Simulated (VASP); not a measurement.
# Zr in VASP: a series of runs

Zr is run at these levels: r2SCAN; tasks: single point.

All numbers are computed with VASP 6.6.1; they aren't measurements. Logs are shortened: lines on timing, memory, paths and dates and some standing lists are left out, and cuts for length are marked.

### 1 The cell of the first run

The cell holds a slab with vacuum, 5 atoms: a = 3.246 Å, b = 3.246 Å, c = 25.300 Å, α = 90.00°, β = 90.00°, γ = 120.00°.

### 2 Single point, r2SCAN

File POSCAR:

```
Zr
1.0
    3.2463687180      0.0000000000      0.0000000000
   -1.6231843590      2.8114377799      0.0000000000
    0.0000000000      0.0000000000     25.2999751899
Zr
5
Direct
    0.3333333333      0.6666666667      0.2964429784
    0.6666666667      0.3333333333      0.3982214892
    0.3333333333      0.6666666667      0.5000000000
    0.6666666667      0.3333333333      0.6017785108
    0.3333333333      0.6666666667      0.7035570216
```

File INCAR.step1:

```
ALGO = Normal
DIPOL = 0.5 0.5 0.500
EDIFF = 1E-4
ENCUT = 520
GGA = PE
IDIPOL = 3
ISMEAR = 0
LASPH = True
LCHARG = False
LDIPOL = True
LREAL = False
LWAVE = True
NBANDS = 38
NELM = 60
PREC = Accurate
SIGMA = 0.1
```

File INCAR.step2:

```
ALGO = Normal
DIPOL = 0.5 0.5 0.500
EDIFF = 1E-6
ENCUT = 520
IDIPOL = 3
ISIF = 2
ISMEAR = 0
ISTART = 1
LASPH = True
LCHARG = True
LDIPOL = True
LELF = True
LMIXTAU = True
LREAL = False
LVACPOTAV = True
LVHAR = True
LWAVE = False
METAGGA = R2SCAN
NBANDS = 38
NELM = 60
PREC = Accurate
SIGMA = 0.1
```

File KPOINTS:

```
k-points
0
Gamma
  12 12 1
```

Potentials or basis: VASP PAW PBE potentials, release 64 (Zr_sv).

Run with:

```bash
$ cat potpaw_PBE.64/Zr_sv/POTCAR > POTCAR
$ cp INCAR.step1 INCAR
$ mpirun -np 1 vasp_std > vasp.out
$ cp INCAR.step2 INCAR
$ mpirun -np 1 vasp_std > vasp.out
```

OUTCAR:

```text
EDIFF = 1E-6
   ENCUT = 520
   ISIF = 2
   ISMEAR = 0
   ISTART = 1
   LASPH = True
   LREAL = False
   METAGGA = R2SCAN
   NELM = 60
   PREC = Accurate

 ion  position               nearest neighbor table
   1  0.333  0.667  0.296-   2 3.18   2 3.18   2 3.18
   2  0.667  0.333  0.398-   1 3.18   3 3.18   1 3.18   3 3.18   1 3.18   3 3.18
   3  0.333  0.667  0.500-   2 3.18   4 3.18   2 3.18   4 3.18   2 3.18   4 3.18
   4  0.667  0.333  0.602-   5 3.18   3 3.18   5 3.18   3 3.18   5 3.18   3 3.18
   5  0.333  0.667  0.704-   4 3.18   4 3.18   4 3.18

  LATTYP: Found a hexagonal cell.
 ALAT       =     3.2463687180
 C/A-ratio  =     7.7933153587

  Lattice vectors:

 A1 = (   3.2463687180,   0.0000000000,   0.0000000000)
 A2 = (  -1.6231843590,   2.8114377799,   0.0000000000)
 A3 = (   0.0000000000,   0.0000000000,  25.2999751899)

Analysis of symmetry for initial positions (statically):
=====================================================================
 Subroutine PRICEL returns:
 Original cell was already a primitive cell.

 Routine SETGRP: Setting up the symmetry group for a
 hexagonal supercell.

 Subroutine GETGRP returns: Found 12 space group operations
 (whereof 12 operations were pure point group operations)
 out of a pool of 24 trial point group operations.

The static configuration has the point symmetry D_3h.

Analysis of symmetry for dynamics (positions and initial velocities):
=====================================================================
 Subroutine PRICEL returns:
 Original cell was already a primitive cell.

 Routine SETGRP: Setting up the symmetry group for a
 hexagonal supercell.

 Subroutine GETGRP returns: Found 12 space group operations
 (whereof 12 operations were pure point group operations)
 out of a pool of 24 trial point group operations.

The dynamic configuration has the point symmetry D_3h.

 Subroutine INISYM returns: Found 12 space group operations
 (whereof 12 operations are pure point group operations),
 and found     1 'primitive' translations

----------------------------------------------------------------------------------------

                                     Primitive cell

  volume of cell :     230.9120

  direct lattice vectors                    reciprocal lattice vectors
     3.246368718  0.000000000  0.000000000     0.308036482  0.177844946  0.000000000
[... 90 lines left out ...]
   IBRION =     -1    ionic relax: 0-MD 1-quasi-New 2-CG
   NFREE  =      0    steps in history (QN), initial steepest desc. (CG)
   ISIF   =      2    stress and relaxation
   ISYM   =      2    0-nonsym 1-usesym 2-fastsym
   POTIM  = 0.5000    time-step for ionic-motion
   TEBEG  =    0.0;   TEEND  =   0.0 temperature during run
   PSTRESS=    0.0 pullay stress
   NELECT =      60.0000    total number of electrons
   NUPDOWN=      -1.0000    fix difference up-down
   EMIN   =  10.00;   EMAX   =-10.00  energy-range for DOS
   EFERMI =   0.00;   METHOD = LEGACY
   ISMEAR =     0;   SIGMA  =   0.10  broadening in eV -4-tet -1-fermi 0-gaus
   EFERMI_NEDOS =   21; number of points for ismear=-14 and -15
   IALGO  =     38    algorithm
   IMIX   =      4    mixing-type and parameters
     AMIX     =   0.40;   BMIX     =  1.00
     AMIX_MAG =   1.60;   BMIX_MAG =  1.00
  volume/ion in A,a.u.               =      46.18       311.65
  Fermi-wavevector in a.u.,A,eV,Ry     =   1.044664  1.974128 14.848336  1.091322
  Thomas-Fermi vector in A             =   2.179426
   LORBIT       =      0    0 simple, 1 ext, 2 COOP (PROOUT), +10 PAW based schemes
   METAGGA = R2SCAN    functional components
   LHFCALC =     F    Hartree Fock is set to
   AEXX    =    0.0000 exact exchange contribution
   IVDW    =     0    specifies the selected vdW correction
   LEPSILON=     F    determine dielectric tensor
   LRPA    =     F    only Hartree local field effects (RPA)
 non-spin polarized calculation
 Gauss-broadening in eV      SIGMA  =   0.10
  energy-cutoff  :      520.00
  volume of cell :      230.91
 maximum number of plane-waves:      6288
   NGX = 13   NGY = 13   NGZ = 95

 dipolmoment           0.000000      0.000000      0.000000 electrons x Angstroem

 number of electron      60.0000003 magnetization

 dipolmoment           0.000000      0.000000     -0.000000 electrons x Angstroem

 Free energy of the ion-electron system (eV)
  ---------------------------------------------------
  ext. energy  EPLUGINS =         0.00000000
  ---------------------------------------------------
  free energy    TOTEN  =      -111.66418573 eV

  energy without entropy =     -111.62326502  energy(sigma->0) =     -111.64372538

 E-fermi :   2.5666     XC(G=0):  -6.8209

 val. band max:        2.5345779425   @ k =   0.3333   0.2500   0.0000
 cond. band min:       2.5738124918   @ k =   0.3333  -0.0000   0.0000
 fundamental gap:      0.0392345493
 Fermi energy:         2.5665736543

 k-point     1 :       0.0000    0.0000    0.0000
  band No.  band energies     occupation
      1     -48.2312      2.00000
      2     -48.2311      2.00000
      3     -47.9338      2.00000
      4     -47.8905      2.00000
      5     -47.8144      2.00000
      6     -25.8467      2.00000
[... 768 lines left out ...]
     37       4.5676      0.00000
     38       4.7382      0.00000

------------------------ aborting loop because EDIFF is reached ----------------------------------------

  FORCE on cell =-STRESS in cart. coord.  units (eV):
  Direction    XX          YY          ZZ          XY          YZ          ZX
  --------------------------------------------------------------------------------------
  -------------------------------------------------------------------------------------
  Total       -2.4526230     -2.4526230     -2.3689821      0.0000000      0.0000000     -0.0000000
  in kB      -17.0174689    -17.0174689    -16.4371280      0.0000000      0.0000000     -0.0000000
  external PRESSURE =     -16.8240219 kB  Pullay stress =       0.0000000 kB

 VOLUME and BASIS-vectors are now :
 -----------------------------------------------------------------------------
  energy-cutoff  :      520.00
  volume of cell :      230.91
      direct lattice vectors                 reciprocal lattice vectors
     3.246368718  0.000000000  0.000000000     0.308036482  0.177844946  0.000000000
    -1.623184359  2.811437780  0.000000000     0.000000000  0.355689892  0.000000000
     0.000000000  0.000000000 25.299975190     0.000000000  0.000000000  0.039525730

 POSITION                                       TOTAL-FORCE (eV/Angst)
 -----------------------------------------------------------------------------------
     -0.00000      1.87429      7.50000        -0.000000     -0.000000      0.578902
      1.62318      0.93715     10.07499        -0.000000      0.000000     -0.698924
     -0.00000      1.87429     12.64999         0.000000     -0.000000      0.000000
      1.62318      0.93715     15.22498         0.000000      0.000000      0.698924
     -0.00000      1.87429     17.79998        -0.000000     -0.000000     -0.578902
 -----------------------------------------------------------------------------------
    total drift:                                0.000000     -0.000000     -0.000000

  FREE ENERGIE OF THE ION-ELECTRON SYSTEM (eV)
  ---------------------------------------------------
  free  energy   TOTEN  =      -111.6641857321 eV

  energy  without entropy=     -111.6232650206  energy(sigma->0) =     -111.64372538

 vacuum level on the upper side and lower side of the slab         6.868         6.868
```

OUTCAR.step1:

```text
EDIFF = 1E-4
   ENCUT = 520
   GGA = PE
   ISMEAR = 0
   LASPH = True
   LREAL = False
   NELM = 60
   PREC = Accurate

 ion  position               nearest neighbor table
[... 1006 lines left out ...]
      1.62318      0.93715     15.22498         0.000000     -0.000000      0.676808
     -0.00000      1.87429     17.79998        -0.000000     -0.000000     -0.555607
 -----------------------------------------------------------------------------------
    total drift:                                0.000000     -0.000000     -0.000000

  FREE ENERGIE OF THE ION-ELECTRON SYSTEM (eV)
  ---------------------------------------------------
  free  energy   TOTEN  =       -40.7052956670 eV

  energy  without entropy=      -40.6619831332  energy(sigma->0) =      -40.68363940

 vacuum level on the upper side and lower side of the slab         6.162         6.162
```

OSZICAR.step1:

```text
N       E                     dE             d eps       ncg     rms          rms(c)
DAV:   1     0.643837055754E+03    0.64384E+03   -0.31518E+04  1620   0.144E+03
DAV:   2     0.123866897247E+02   -0.63145E+03   -0.61962E+03  1760   0.436E+02
DAV:   3    -0.376047647573E+02   -0.49991E+02   -0.48800E+02  2448   0.860E+01
DAV:   4    -0.439331731693E+02   -0.63284E+01   -0.62719E+01  2370   0.302E+01
[... 13 lines left out ...]
DAV:  18    -0.407131213456E+02    0.28152E-02   -0.17145E-03  2012   0.212E-01    0.902E-01
DAV:  19    -0.407084655722E+02    0.46558E-02   -0.49607E-03  1890   0.400E-01    0.584E-01
DAV:  20    -0.407054362167E+02    0.30294E-02   -0.91457E-03  1936   0.542E-01    0.181E-01
DAV:  21    -0.407053066828E+02    0.12953E-03   -0.17241E-03  2208   0.211E-01    0.483E-02
DAV:  22    -0.407052956670E+02    0.11016E-04   -0.18938E-04  1132   0.850E-02
   1 F= -.40705296E+02 E0= -.40683639E+02  d E =-.433125E-01
```

Wall time 31 min (1 thread of Intel Xeon 8259CL, shared host); peak memory 0.43 GiB.

Results:

```yaml
Free_energy: -111.6642 eV
Largest_force: 0.699 eV/Å
Band_gap_on_the_k_mesh: zero (bands 30 and 31 overlap by 1.31 eV)
```

Forces on the atoms (eV/Å):
```
Zr   0.000  0.000  0.579
Zr   0.000  0.000 -0.699
Zr   0.000  0.000  0.000
Zr   0.000  0.000  0.699
Zr   0.000  0.000 -0.579
```

Caveat: the PAW data sets were made with another functional, which shifts forces and pressure a little.

### 3 Single point, r2SCAN

File POSCAR:

```
Zr
1.0
    3.2463687180      0.0000000000      0.0000000000
   -1.6231843590      2.8114377799      0.0000000000
    0.0000000000      0.0000000000     25.2999751899
Zr
5
Direct
    0.3333333333      0.6666666667      0.3005668374
    0.6666666667      0.3333333333      0.3957236110
    0.3333333333      0.6666666667      0.5000000255
    0.6666666667      0.3333333333      0.6042763780
    0.3333333333      0.6666666667      0.6994331481
```

File INCAR.step1:

```
  PREC = Accurate
  ENCUT = 520
  ISMEAR = 0
  SIGMA = 0.1
  LREAL = F
  LASPH = T
  NELM = 60
  LDIPOL = T
  IDIPOL = 3
  DIPOL = 0.5 0.5 0.500
  NBANDS = 38
  GGA = PE
  ALGO = Normal
  EDIFF = 1E-4
  LWAVE = T
  LCHARG = F
```

File INCAR.step2:

```
  PREC = Accurate
  ENCUT = 520
  EDIFF = 1E-7
  ISMEAR = 0
  SIGMA = 0.1
  LREAL = F
  LASPH = T
  NELM = 60
  ALGO = Normal
  ISIF = 2
  LWAVE = F
  LCHARG = F
  LDIPOL = T
  IDIPOL = 3
  DIPOL = 0.5 0.5 0.500
  METAGGA = R2SCAN
  LMIXTAU = T
  NBANDS = 38
  ISTART = 1
```

File KPOINTS:

```
regular mesh
0
Gamma
  12 12 1
```

Potentials or basis: VASP PAW PBE potentials, release 64 (Zr_sv).

Run with:

```bash
$ cat potpaw_PBE.64/Zr_sv/POTCAR > POTCAR
$ cp INCAR.step1 INCAR
$ mpirun -np 1 vasp_std > vasp.out
$ cp INCAR.step2 INCAR
$ mpirun -np 1 vasp_std > vasp.out
```

Wall time 37 min (1 thread of Intel Xeon 8259CL, shared host); peak memory 0.44 GiB.

The run converged. Its results:

* Free energy: -111.7799 eV
* Largest force: 0.003 eV/Å
* Band gap on the k mesh: zero (bands 30 and 31 overlap by 1.29 eV)

Forces on the atoms (eV/Å):
```
Zr   0.000  0.000  0.000
Zr   0.000  0.000  0.003
Zr   0.000  0.000  0.000
Zr   0.000  0.000 -0.003
Zr   0.000  0.000  0.000
```

Levels at points of the mesh, in eV from the Fermi level:
| k point | band 28 | band 29 | band 30 | band 31 | band 32 | band 33 |
| --- | --- | --- | --- | --- | --- | --- |
| (0.00, 0.00, 0.00) | 0.50 | 0.54 | 0.79 | 0.79 | 0.85 | 0.85 |
| (0.50, 0.00, 0.00) | -1.08 | -0.86 | 0.28 | 0.58 | 0.84 | 1.25 |

Caveat: the PAW data sets were made with another functional, which shifts forces and pressure a little.
